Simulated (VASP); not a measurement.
# As in VASP: single point with PBE

Aim: the single point of As with PBE.

All numbers are computed with VASP 6.6.1; they aren't measurements. Logs are shortened: lines on timing, memory, paths and dates and some standing lists are left out, and cuts for length are marked.

## 1. The cell of the first run

The cell holds a slab with vacuum, 2 atoms: a = 3.381 Å, b = 3.381 Å, c = 28.000 Å, α = 90.00°, β = 90.00°, γ = 120.00°.

## 2. Single point, PBE

Input file INCAR:

```
PREC = Accurate
ENCUT = 400
EDIFF = 1E-6
ISMEAR = 0
SIGMA = 0.02
LREAL = F
LASPH = T
NELM = 120
ALGO = Normal
ISIF = 2
LWAVE = F
LCHARG = F
LDIPOL = T
IDIPOL = 3
DIPOL = 0.5 0.5 0.500
GGA = PE
NBANDS = 22
GGA_COMPAT = F
NELMDL = -8
```

Input file KPOINTS:

```
regular mesh
0
Gamma
  9 9 1
```

Input file POSCAR:

```
As
1.0
    3.3810000000      0.0000000000      0.0000000000
   -1.6905000000      2.9280318902      0.0000000000
    0.0000000000      0.0000000000     28.0000000000
As
2
Direct
    0.3333333333      0.6666666667      0.5000000000
    0.6666666667      0.3333333333      0.5000000000
```

Potentials or basis: VASP PAW PBE potentials, release 64 (As_d).

Started as:

```console
$ cat potpaw_PBE.64/As_d/POTCAR > POTCAR
$ mpirun -np 1 vasp_std > vasp.out
```

OUTCAR:

```text
PREC = Accurate
   ENCUT = 400
   EDIFF = 1E-6
   ISMEAR = 0
   LREAL = F
   LASPH = T
   NELM = 120
   ISIF = 2
   GGA = PE
   NELMDL = -8

 ion  position               nearest neighbor table
   1  0.333  0.667  0.500-   2 1.95   2 1.95   2 1.95
   2  0.667  0.333  0.500-   1 1.95   1 1.95   1 1.95

  LATTYP: Found a hexagonal cell.
 ALAT       =     3.3810000000
 C/A-ratio  =     8.2815734990

  Lattice vectors:

 A1 = (   3.3810000000,   0.0000000000,   0.0000000000)
 A2 = (  -1.6905000000,   2.9280318902,   0.0000000000)
 A3 = (   0.0000000000,   0.0000000000,  28.0000000000)

Analysis of symmetry for initial positions (statically):
=====================================================================
 Subroutine PRICEL returns:
 Original cell was already a primitive cell.

 Routine SETGRP: Setting up the symmetry group for a
 hexagonal supercell.

 Subroutine GETGRP returns: Found 24 space group operations
 (whereof 24 operations were pure point group operations)
 out of a pool of 24 trial point group operations.

The static configuration has the point symmetry D_6h.

Analysis of symmetry for dynamics (positions and initial velocities):
=====================================================================
 Subroutine PRICEL returns:
 Original cell was already a primitive cell.

 Routine SETGRP: Setting up the symmetry group for a
 hexagonal supercell.

 Subroutine GETGRP returns: Found 24 space group operations
 (whereof 24 operations were pure point group operations)
 out of a pool of 24 trial point group operations.

The dynamic configuration has the point symmetry D_6h.

 Subroutine INISYM returns: Found 24 space group operations
 (whereof 24 operations are pure point group operations),
 and found     1 'primitive' translations

----------------------------------------------------------------------------------------

                                     Primitive cell

  volume of cell :     277.1909

  direct lattice vectors                    reciprocal lattice vectors
     3.381000000  0.000000000  0.000000000     0.295770482  0.170763167  0.000000000
    -1.690500000  2.928031890  0.000000000     0.000000000  0.341526335  0.000000000
     0.000000000  0.000000000 28.000000000     0.000000000  0.000000000  0.035714286

  length of vectors
     3.381000000  3.381000000 28.000000000     0.341526335  0.341526335  0.035714286

  position of ions in fractional coordinates (direct lattice)
     0.333333333  0.666666667  0.500000000
     0.666666667  0.333333333  0.500000000

  ion indices of the primitive-cell ions
   primitive index   ion index
                 1           1
                 2           2

----------------------------------------------------------------------------------------

 KPOINTS: regular mesh

Automatic generation of k-mesh.
 Grid dimensions read from file:
 generate k-points for:    9    9    1

 Generating k-lattice:

  Cartesian coordinates                     Fractional coordinates (reciprocal lattice)
     0.032863387  0.018973685  0.000000000     0.111111111 -0.000000000  0.000000000
     0.000000000  0.037947371  0.000000000     0.000000000  0.111111111  0.000000000
     0.000000000  0.000000000  0.035714286     0.000000000  0.000000000  1.000000000

  Length of vectors
     0.037947371  0.037947371  0.035714286

  Shift w.r.t. Gamma in fractional coordinates (k-lattice)
     0.000000000  0.000000000  0.000000000

 Subroutine IBZKPT returns following result:
 ===========================================

 Found     12 irreducible k-points:

 Following reciprocal coordinates:
            Coordinates               Weight
  0.000000  0.000000  0.000000      1.000000
  0.111111 -0.000000  0.000000      6.000000
  0.222222 -0.000000  0.000000      6.000000
  0.333333  0.000000  0.000000      6.000000
  0.444444 -0.000000  0.000000      6.000000
  0.111111  0.111111  0.000000      6.000000
  0.222222  0.111111  0.000000     12.000000
  0.333333  0.111111  0.000000     12.000000
  0.444444  0.111111  0.000000      6.000000
  0.222222  0.222222  0.000000      6.000000
  0.333333  0.222222  0.000000     12.000000
  0.333333  0.333333  0.000000      2.000000
   k-points           NKPTS =     12   k-points in BZ     NKDIM =     12   number of bands    NBANDS=     22
   number of dos      NEDOS =    301   number of ions     NIONS =      2
   total plane-waves  NPLWV = 110592
   dimension x,y,z NGX =    24 NGY =   24 NGZ =  192
   dimension x,y,z NGXF=    48 NGYF=   48 NGZF=  384
   ions per type =               2
   NGX,Y,Z   is equivalent  to a cutoff of  11.80, 11.80, 11.40 a.u.
   NGXF,Y,Z  is equivalent  to a cutoff of  23.60, 23.60, 22.80 a.u.
 SYSTEM =  unknown system
   PREC   = accura    normal or accurate (medium, high low for compatibility)
   ISTART =      0    job   : 0-new  1-cont  2-samecut
   ICHARG =      2    charge: 1-file 2-atom 10-const
   ISPIN  =      1    spin polarized calculation?
   LNONCOLLINEAR =      F non collinear calculations
   LSORBIT =      F    spin-orbit coupling
   LASPH  =      T    aspherical Exc in radial PAW
   ENCUT  =  400.0 eV  29.40 Ry    5.42 a.u.   5.51  5.51 45.66*2*pi/ulx,y,z
   NELM   =    120;   NELMIN=  2; NELMDL= -8     # of ELM steps
   EDIFF  = 0.1E-05   stopping-criterion for ELM
   LREAL  =      F    real-space projection
   EDIFFG = 0.1E-04   stopping-criterion for IOM
   NSW    =      0    number of steps for IOM
   IBRION =     -1    ionic relax: 0-MD 1-quasi-New 2-CG
   NFREE  =      0    steps in history (QN), initial steepest desc. (CG)
   ISIF   =      2    stress and relaxation
   ISYM   =      2    0-nonsym 1-usesym 2-fastsym
   POTIM  = 0.5000    time-step for ionic-motion
   TEBEG  =    0.0;   TEEND  =   0.0 temperature during run
   PSTRESS=    0.0 pullay stress
   NELECT =      30.0000    total number of electrons
   NUPDOWN=      -1.0000    fix difference up-down
   EMIN   =  10.00;   EMAX   =-10.00  energy-range for DOS
   EFERMI =   0.00;   METHOD = LEGACY
   ISMEAR =     0;   SIGMA  =   0.02  broadening in eV -4-tet -1-fermi 0-gaus
   EFERMI_NEDOS =   21; number of points for ismear=-14 and -15
   IALGO  =     38    algorithm
   IMIX   =      4    mixing-type and parameters
     AMIX     =   0.40;   BMIX     =  1.00
     AMIX_MAG =   1.60;   BMIX_MAG =  1.00
  volume/ion in A,a.u.               =     138.60       935.29
  Fermi-wavevector in a.u.,A,eV,Ry     =   0.780169  1.474306  8.281381  0.608664
  Thomas-Fermi vector in A             =   1.883425
   LORBIT       =      0    0 simple, 1 ext, 2 COOP (PROOUT), +10 PAW based schemes
   GGA     = PE    functional components
   LHFCALC =     F    Hartree Fock is set to
   AEXX    =    0.0000 exact exchange contribution
   IVDW    =     0    specifies the selected vdW correction
   LEPSILON=     F    determine dielectric tensor
   LRPA    =     F    only Hartree local field effects (RPA)
 non-spin polarized calculation
 Gauss-broadening in eV      SIGMA  =   0.02
  energy-cutoff  :      400.00
  volume of cell :      277.19
 maximum number of plane-waves:      5107
 NGX is ok and might be reduce to    24
   NGX = 11   NGY = 11   NGZ = 91

 number of electron      30.0000028 magnetization

 dipolmoment           0.000000      0.000000      0.000000 electrons x Angstroem

 Free energy of the ion-electron system (eV)
  ---------------------------------------------------
  ext. energy  EPLUGINS =         0.00000000
  ---------------------------------------------------
  free energy    TOTEN  =        -1.19122329 eV

  energy without entropy =       -1.19122329  energy(sigma->0) =       -1.19122329

 E-fermi :  -2.0972     XC(G=0):  -1.8290

 val. band max:       -2.2425093090   @ k =   0.3333   0.1111   0.0000
 cond. band min:      -1.9228905077   @ k =   0.1111  -0.0000   0.0000
 fundamental gap:      0.3196188013
 Fermi energy:        -2.0971923461

 k-point     1 :       0.0000    0.0000    0.0000
  band No.  band energies     occupation
      1     -40.0003      2.00000
      2     -40.0003      2.00000
      3     -39.8486      2.00000
      4     -39.7003      2.00000
      5     -39.7003      2.00000
      6     -39.6256      2.00000
[... 14 lines left out ...]
     21       1.5462      0.00000
     22       1.7402      0.00000

 k-point     2 :       0.1111   -0.0000    0.0000
  band No.  band energies     occupation
      1     -40.0493      2.00000
      2     -40.0394      2.00000
      3     -39.8655      2.00000
      4     -39.7051      2.00000
      5     -39.6929      2.00000
      6     -39.5699      2.00000
[... 14 lines left out ...]
     21       1.7613      0.00000
     22       1.9557      0.00000

 k-point     3 :       0.2222   -0.0000    0.0000
  band No.  band energies     occupation
      1     -40.1392      2.00000
      2     -40.1262      2.00000
      3     -39.8714      2.00000
      4     -39.7167      2.00000
      5     -39.6725      2.00000
      6     -39.4629      2.00000
[... 14 lines left out ...]
     21       2.2751      0.00000
     22       2.4077      0.00000

 k-point     4 :       0.3333    0.0000    0.0000
  band No.  band energies     occupation
      1     -40.2150      2.00000
      2     -40.2056      2.00000
      3     -39.8656      2.00000
      4     -39.7292      2.00000
      5     -39.6449      2.00000
      6     -39.3875      2.00000
[... 14 lines left out ...]
     21       3.6769      0.00000
     22       4.5009      0.00000

 k-point     5 :       0.4444   -0.0000    0.0000
  band No.  band energies     occupation
      1     -40.2564      2.00000
      2     -40.2502      2.00000
      3     -39.8599      2.00000
      4     -39.7370      2.00000
      5     -39.6224      2.00000
      6     -39.4131      2.00000
[... 14 lines left out ...]
     21       4.8973      0.00000
     22       5.1883      0.00000

 k-point     6 :       0.1111    0.1111    0.0000
  band No.  band energies     occupation
      1     -40.1387      2.00000
      2     -40.0721      2.00000
      3     -39.8791      2.00000
      4     -39.7143      2.00000
      5     -39.6778      2.00000
      6     -39.4870      2.00000
[... 14 lines left out ...]
     21       2.1902      0.00000
     22       2.3865      0.00000

 k-point     7 :       0.2222    0.1111    0.0000
  band No.  band energies     occupation
      1     -40.2395      2.00000
      2     -40.1182      2.00000
      3     -39.8860      2.00000
      4     -39.7282      2.00000
      5     -39.6500      2.00000
      6     -39.4013      2.00000
[... 14 lines left out ...]
     21       3.0348      0.00000
     22       3.2474      0.00000

 k-point     8 :       0.3333    0.1111    0.0000
  band No.  band energies     occupation
      1     -40.3096      2.00000
      2     -40.1567      2.00000
      3     -39.8844      2.00000
      4     -39.7400      2.00000
      5     -39.6187      2.00000
      6     -39.4152      2.00000
[... 14 lines left out ...]
     21       4.0476      0.00000
     22       4.4295      0.00000

 k-point     9 :       0.4444    0.1111    0.0000
  band No.  band energies     occupation
      1     -40.3344      2.00000
      2     -40.1712      2.00000
      3     -39.8827      2.00000
      4     -39.7444      2.00000
      5     -39.6029      2.00000
      6     -39.4324      2.00000
[... 14 lines left out ...]
     21       5.5910      0.00000
     22       5.7009      0.00000

 k-point    10 :       0.2222    0.2222    0.0000
  band No.  band energies     occupation
      1     -40.3295      2.00000
      2     -40.1002      2.00000
      3     -39.9160      2.00000
      4     -39.7434      2.00000
      5     -39.6121      2.00000
      6     -39.4207      2.00000
[... 14 lines left out ...]
     21       3.7595      0.00000
     22       4.1945      0.00000

 k-point    11 :       0.3333    0.2222    0.0000
  band No.  band energies     occupation
      1     -40.3792      2.00000
      2     -40.0866      2.00000
      3     -39.9380      2.00000
      4     -39.7532      2.00000
      5     -39.5728      2.00000
      6     -39.4617      2.00000
[... 14 lines left out ...]
     21       5.2709      0.00000
     22       5.6798      0.00000

 k-point    12 :       0.3333    0.3333    0.0000
  band No.  band energies     occupation
      1     -40.4040      2.00000
      2     -40.0099      2.00000
      3     -40.0099      2.00000
      4     -39.7588      2.00000
      5     -39.5174      2.00000
      6     -39.5174      2.00000
[... 14 lines left out ...]
     21       5.2751      0.00000
     22       6.1084      0.00000

------------------------ aborting loop because EDIFF is reached ----------------------------------------

 vacuum level on the upper side and lower side of the slab       (xc-potential included)        -0.005        -0.005

  FORCE on cell =-STRESS in cart. coord.  units (eV):
  Direction    XX          YY          ZZ          XY          YZ          ZX
  --------------------------------------------------------------------------------------
  -------------------------------------------------------------------------------------
  Total       34.7594951     34.7594951     -0.0751676      0.0000000      0.0000000      0.0000000
  in kB      200.9116117    200.9116117     -0.4344726      0.0000000      0.0000000      0.0000000
  external PRESSURE =     133.7962503 kB  Pullay stress =       0.0000000 kB

 VOLUME and BASIS-vectors are now :
 -----------------------------------------------------------------------------
  energy-cutoff  :      400.00
  volume of cell :      277.19
      direct lattice vectors                 reciprocal lattice vectors
     3.381000000  0.000000000  0.000000000     0.295770482  0.170763167  0.000000000
    -1.690500000  2.928031890  0.000000000     0.000000000  0.341526335  0.000000000
     0.000000000  0.000000000 28.000000000     0.000000000  0.000000000  0.035714286

 POSITION                                       TOTAL-FORCE (eV/Angst)
 -----------------------------------------------------------------------------------
     -0.00000      1.95202     14.00000         0.000000     -0.000000      0.000000
      1.69050      0.97601     14.00000        -0.000000      0.000000      0.000000
 -----------------------------------------------------------------------------------
    total drift:                                0.000000      0.000000      0.000000

  FREE ENERGIE OF THE ION-ELECTRON SYSTEM (eV)
  ---------------------------------------------------
  free  energy   TOTEN  =        -1.1912232879 eV

  energy  without entropy=       -1.1912232879  energy(sigma->0) =       -1.19122329

 vacuum level on the upper side and lower side of the slab         1.162         1.162
```

Run time: 47 s. Hardware: 1 thread of Intel Xeon 6975P-C (Granite Rapids), shared host; peak memory 0.31 GiB.

What came out:

```yaml
Free_energy: -1.1912 eV
Band_gap_on_the_k_mesh: zero (bands 15 and 16 overlap by 2.40 eV)
```

The gap in the log of VASP goes by the Fermi energy; the results here count the filled bands.